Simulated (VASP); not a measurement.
# Ti3N3O in VASP: notebook, part 2 of 2

VASP 6.6.1. Earlier steps stand in the parts before.

### Step 3. Single point, PBE

File INCAR:

```
PREC = Accurate ; ENCUT = 520
EDIFF = 1E-6 ; ISMEAR = 0
SIGMA = 0.1 ; LREAL = False
LASPH = True ; NELM = 100
ALGO = Normal ; ISIF = 2
LWAVE = False ; LCHARG = False
LDIPOL = True ; IDIPOL = 3
DIPOL = 0.5 0.5 0.339 ; GGA = PE
NBANDS = 38
```

File KPOINTS:

```
Automatic mesh
0
Gamma
  9 9 1
```

File POSCAR:

```
Ti3N3O
1.0
    3.0028555065      0.0000000000      0.0000000000
    0.0000000000      3.0028555065      0.0000000000
    0.0000000000      0.0000000000     19.7584945265
Ti N O
3 3 1
Direct
    0.5000000000      0.5000000000      0.2024445736
    0.0000000000      0.0000000000      0.3072496201
    0.5000000000      0.4121063166      0.4471177264
    0.0000000000      0.0000000000      0.2024445736
    0.5000000000      0.5000000000      0.3055678856
    0.0000000000     -0.0742834572      0.4045339433
    0.0000000000      0.3750000000      0.5042565219
```

Potentials or basis: VASP PAW PBE potentials, release 64 (Ti_sv, N, O).

On the command line:

```console
$ cat potpaw_PBE.64/Ti_sv/POTCAR potpaw_PBE.64/N/POTCAR potpaw_PBE.64/O/POTCAR > POTCAR
$ mpirun -np 1 vasp_std > vasp.out
```

OUTCAR:

```text
PREC = Accurate
   ENCUT = 520
   EDIFF = 1E-6
   ISMEAR = 0
   LREAL = False
   LASPH = True
   NELM = 100
   ISIF = 2
   GGA = PE

 ion  position               nearest neighbor table
   1  0.500  0.500  0.202-   5 2.04   4 2.12   4 2.12   4 2.12   4 2.12
   2  0.000  0.000  0.307-   6 1.94   4 2.07   5 2.12   5 2.12   5 2.12   5 2.12
   3  0.500  0.412  0.447-   7 1.88   7 1.88   6 2.26   6 2.26   6 2.31   6 2.31
   4  0.000  0.000  0.202-   2 2.07   1 2.12   1 2.12   1 2.12   1 2.12
   5  0.500  0.500  0.306-   1 2.04   2 2.12   2 2.12   2 2.12   2 2.12
   6  0.000  0.926  0.405-   2 1.94   3 2.26   3 2.26   3 2.31   3 2.31
   7  0.000  0.375  0.504-   3 1.88   3 1.88

  LATTYP: Found a simple tetragonal cell.
 ALAT       =     3.0028555065
 C/A-ratio  =     6.5799018580

  Lattice vectors:

 A1 = (   3.0028555065,   0.0000000000,   0.0000000000)
 A2 = (   0.0000000000,   3.0028555065,   0.0000000000)
 A3 = (   0.0000000000,   0.0000000000,  19.7584945265)

Analysis of symmetry for initial positions (statically):
=====================================================================
 Subroutine PRICEL returns:
 Original cell was already a primitive cell.

 Routine SETGRP: Setting up the symmetry group for a
 simple tetragonal supercell.

 Subroutine GETGRP returns: Found  2 space group operations
 (whereof  2 operations were pure point group operations)
 out of a pool of 16 trial point group operations.

The static configuration has the point symmetry C_1h.

Analysis of symmetry for dynamics (positions and initial velocities):
=====================================================================
 Subroutine PRICEL returns:
 Original cell was already a primitive cell.

 Routine SETGRP: Setting up the symmetry group for a
 simple tetragonal supercell.

 Subroutine GETGRP returns: Found  2 space group operations
 (whereof  2 operations were pure point group operations)
 out of a pool of 16 trial point group operations.

The dynamic configuration has the point symmetry C_1h.

 Subroutine INISYM returns: Found  2 space group operations
 (whereof  2 operations are pure point group operations),
 and found     1 'primitive' translations

----------------------------------------------------------------------------------------

                                     Primitive cell

  volume of cell :     178.1651

  direct lattice vectors                    reciprocal lattice vectors
     3.002855506  0.000000000  0.000000000     0.333016357  0.000000000  0.000000000
     0.000000000  3.002855506  0.000000000     0.000000000  0.333016357  0.000000000
     0.000000000  0.000000000 19.758494527     0.000000000  0.000000000  0.050611143

  length of vectors
     3.002855506  3.002855506 19.758494527     0.333016357  0.333016357  0.050611143

  position of ions in fractional coordinates (direct lattice)
     0.500000000  0.500000000  0.202444574
     0.000000000  0.000000000  0.307249620
     0.500000000  0.412106317  0.447117726
     0.000000000  0.000000000  0.202444574
     0.500000000  0.500000000  0.305567886
     0.000000000  0.925716543  0.404533943
     0.000000000  0.375000000  0.504256522

  ion indices of the primitive-cell ions
   primitive index   ion index
                 1           1
                 2           2
[... 60 lines left out ...]
   total plane-waves  NPLWV =  86400
   dimension x,y,z NGX =    24 NGY =   24 NGZ =  150
   dimension x,y,z NGXF=    48 NGYF=   48 NGZF=  300
   ions per type =               3   3   1
   NGX,Y,Z   is equivalent  to a cutoff of  13.29, 13.29, 12.62 a.u.
   NGXF,Y,Z  is equivalent  to a cutoff of  26.57, 26.57, 25.24 a.u.
 SYSTEM =  unknown system
   PREC   = accura    normal or accurate (medium, high low for compatibility)
   ISTART =      0    job   : 0-new  1-cont  2-samecut
   ICHARG =      2    charge: 1-file 2-atom 10-const
   ISPIN  =      1    spin polarized calculation?
   LNONCOLLINEAR =      F non collinear calculations
   LSORBIT =      F    spin-orbit coupling
   LASPH  =      T    aspherical Exc in radial PAW
   ENCUT  =  520.0 eV  38.22 Ry    6.18 a.u.   5.58  5.58 36.74*2*pi/ulx,y,z
   NELM   =    100;   NELMIN=  2; NELMDL= -5     # of ELM steps
   EDIFF  = 0.1E-05   stopping-criterion for ELM
   LREAL  =      F    real-space projection
   EDIFFG = 0.1E-04   stopping-criterion for IOM
   NSW    =      0    number of steps for IOM
   IBRION =     -1    ionic relax: 0-MD 1-quasi-New 2-CG
   NFREE  =      0    steps in history (QN), initial steepest desc. (CG)
   ISIF   =      2    stress and relaxation
   ISYM   =      2    0-nonsym 1-usesym 2-fastsym
   POTIM  = 0.5000    time-step for ionic-motion
   TEBEG  =    0.0;   TEEND  =   0.0 temperature during run
   PSTRESS=    0.0 pullay stress
   NELECT =      57.0000    total number of electrons
   NUPDOWN=      -1.0000    fix difference up-down
   EMIN   =  10.00;   EMAX   =-10.00  energy-range for DOS
   EFERMI =   0.00;   METHOD = LEGACY
   ISMEAR =     0;   SIGMA  =   0.10  broadening in eV -4-tet -1-fermi 0-gaus
   EFERMI_NEDOS =   21; number of points for ismear=-14 and -15
   IALGO  =     38    algorithm
   IMIX   =      4    mixing-type and parameters
     AMIX     =   0.40;   BMIX     =  1.00
     AMIX_MAG =   1.60;   BMIX_MAG =  1.00
  volume/ion in A,a.u.               =      25.45       171.76
  Fermi-wavevector in a.u.,A,eV,Ry     =   1.119676  2.115880 17.057262  1.253673
  Thomas-Fermi vector in A             =   2.256316
   LORBIT       =      0    0 simple, 1 ext, 2 COOP (PROOUT), +10 PAW based schemes
   GGA     = PE    functional components
   LHFCALC =     F    Hartree Fock is set to
   AEXX    =    0.0000 exact exchange contribution
   IVDW    =     0    specifies the selected vdW correction
   LEPSILON=     F    determine dielectric tensor
   LRPA    =     F    only Hartree local field effects (RPA)
 non-spin polarized calculation
 Gauss-broadening in eV      SIGMA  =   0.10
  energy-cutoff  :      520.00
  volume of cell :      178.17
 maximum number of plane-waves:      4826
 NGX is ok and might be reduce to    24
   NGX = 11   NGY = 11   NGZ = 73

 dipolmoment           0.000000      0.000000     -0.016260 electrons x Angstroem

 number of electron      56.9999995 magnetization

 dipolmoment           0.000000      0.000000      0.240364 electrons x Angstroem

 Free energy of the ion-electron system (eV)
  ---------------------------------------------------
  ext. energy  EPLUGINS =         0.00000000
  ---------------------------------------------------
  free energy    TOTEN  =       -63.81961181 eV

  energy without entropy =      -63.81090388  energy(sigma->0) =      -63.81525784

 E-fermi :   0.4840     XC(G=0):  -5.6323

 val. band max:        0.3607821364   @ k =   0.4444   0.4444   0.0000
 cond. band min:       0.5387083232   @ k =   0.4444   0.2222   0.0000
 fundamental gap:      0.1779261869
 Fermi energy:         0.4839688087

 k-point     1 :       0.0000    0.0000    0.0000
  band No.  band energies     occupation
      1     -57.3558      2.00000
      2     -56.9812      2.00000
      3     -56.9537      2.00000
      4     -33.7593      2.00000
      5     -33.4662      2.00000
      6     -33.4491      2.00000
[... 973 lines left out ...]
     37       3.2190      0.00000
     38       3.8968      0.00000

 [... further k-points ...]

------------------------ aborting loop because EDIFF is reached ----------------------------------------

 vacuum level on the upper side and lower side of the slab       (xc-potential included)         2.305        -2.364

  FORCE on cell =-STRESS in cart. coord.  units (eV):
  Direction    XX          YY          ZZ          XY          YZ          ZX
  --------------------------------------------------------------------------------------
  -------------------------------------------------------------------------------------
  Total      -11.2247522     -1.6969586      1.8133777      0.0000000      1.7188672      0.0000000
  in kB     -100.9403074    -15.2601609     16.3070772      0.0000000     15.4571774      0.0000000
  external PRESSURE =     -33.2977971 kB  Pullay stress =       0.0000000 kB

 VOLUME and BASIS-vectors are now :
 -----------------------------------------------------------------------------
  energy-cutoff  :      520.00
  volume of cell :      178.17
      direct lattice vectors                 reciprocal lattice vectors
     3.002855506  0.000000000  0.000000000     0.333016357  0.000000000  0.000000000
     0.000000000  3.002855506  0.000000000     0.000000000  0.333016357  0.000000000
     0.000000000  0.000000000 19.758494527     0.000000000  0.000000000  0.050611143

 POSITION                                       TOTAL-FORCE (eV/Angst)
 -----------------------------------------------------------------------------------
      1.50143      1.50143      4.00000         0.000000      0.037824      0.944514
      0.00000      0.00000      6.07079         0.000000     -0.065132      2.168706
      1.50143      1.23750      8.83437         0.000000      0.015588     -0.101557
      0.00000      0.00000      4.00000         0.000000     -0.091983     -1.736552
      1.50143      1.50143      6.03756         0.000000     -0.290818     -1.401841
      0.00000      2.77979      7.99298         0.000000     -0.009017      0.019085
      0.00000      1.12607      9.96335         0.000000      0.403537      0.107645
 -----------------------------------------------------------------------------------
    total drift:                                0.000000     -0.000164      0.000948

  FREE ENERGIE OF THE ION-ELECTRON SYSTEM (eV)
  ---------------------------------------------------
  free  energy   TOTEN  =       -63.8196118059 eV

  energy  without entropy=      -63.8109038775  energy(sigma->0) =      -63.81525784

 vacuum level on the upper side and lower side of the slab         7.831         3.011
```

Run time: 7.1 min. Hardware: 1 thread of Intel Xeon 6975P-C, shared host; peak memory 0.36 GiB.

Results:

- Free energy: -63.8196 eV
- Largest force: 2.170 eV/Å

Forces on the atoms (eV/Å):
```
Ti   0.000  0.038  0.945
Ti   0.000 -0.065  2.169
Ti   0.000  0.016 -0.102
N    0.000 -0.092 -1.737
N    0.000 -0.291 -1.402
N    0.000 -0.009  0.019
O    0.000  0.404  0.108
```

Caveat: an odd number of electrons without spin polarisation forces a metal; a magnetic or distorted state may lie lower.

### Step 4. Single point, PBE

File INCAR:

```
PREC = Accurate
ENCUT = 520
EDIFF = 1E-7
ISMEAR = 0
SIGMA = 0.1
LREAL = False
LASPH = True
NELM = 60
ALGO = Normal
ISIF = 2
LWAVE = False
LCHARG = False
LDIPOL = True
IDIPOL = 3
DIPOL = 0.5 0.5 0.342
GGA = PE
NBANDS = 38
```

KPOINTS is that of step 3.

File POSCAR:

```
Ti3N3O
1.0
    3.0028555065      0.0000000000      0.0000000000
    0.0000000000      3.0028555065      0.0000000000
    0.0000000000      0.0000000000     19.7584945265
Ti N O
3 3 1
Direct
    0.5000000000      0.5000000000      0.2024445736
    0.0000000000      0.0000000000      0.3072496201
    0.6643826578      0.5000000000      0.4576103632
    0.0000000000      0.0000000000      0.2024445736
    0.5000000000      0.5000000000      0.3055678856
   -0.1231044589      0.0000000000      0.4048462639
    0.1250000000      0.5000000000      0.5122146262
```

On the command line:

```console
$ cat potpaw_PBE.64/Ti_sv/POTCAR potpaw_PBE.64/N/POTCAR potpaw_PBE.64/O/POTCAR > POTCAR
$ mpirun -np 1 vasp_std > vasp.out
```

Wall time 7.3 min (1 thread of Intel Xeon 6975P-C, shared host); peak memory 0.36 GiB.

Results (log left out):

- Free energy: -64.1360 eV
- Largest force: 2.593 eV/Å

Forces in eV/Å, atoms in the order of the input:
```
Ti   0.089  0.000  1.130
Ti  -0.348  0.000  2.569
Ti  -0.065  0.000 -0.080
N   -0.062  0.000 -1.616
N   -0.390  0.000 -2.103
N    0.005  0.000  0.007
O    0.772  0.000  0.092
```

Levels at points of the mesh, in eV from the Fermi level:
```csv
k point,band 26,band 27,band 28,band 29,band 30,band 31
"(0.00, 0.00, 0.00)",-1.87,-1.83,-1.56,-0.96,-0.34,0.75
```

Caveat: an odd number of electrons without spin polarisation forces a metal; a magnetic or distorted state may lie lower.
